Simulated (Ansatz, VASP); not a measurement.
One calculation of GaN, two programs

```xyz
4
Lattice="3.1890 0.0000 0.0000 -1.5945 2.7618 0.0000 0.0000 0.0000 5.1850" Properties=species:S:1:pos:R:3 pbc="T T T"
Ga    0.0000    1.8412    0.0000
Ga    1.5945    0.9206    2.5925
N     0.0000    1.8412    1.9547
N     1.5945    0.9206    4.5472
```

Alike in both runs: functional PBE; k mesh 8 × 8 × 5; occupations gaussian, width 0.05 eV; no spin polarisation.

Ansatz relaxed the structure, and its values are those at the end. VASP's run is a single point on that final structure, the one shown.

```csv
,VASP,Ansatz
version,VASP 6.6.1,Ansatz 0.2.0
potentials or method,"VASP PAW PBE potentials, release 64 (Ga_d, N)","scalar-relativistic, plane waves, PAW"
plane-wave cutoff (eV),520,420
valence electrons in the cell,36,36
```

|  | VASP | Ansatz | Ansatz less VASP |
| --- | --- | --- | --- |
| pressure (GPa) | 5.5 | 5.4 | -0.09 |

Ansatz's warnings: stress scf threshold loose.
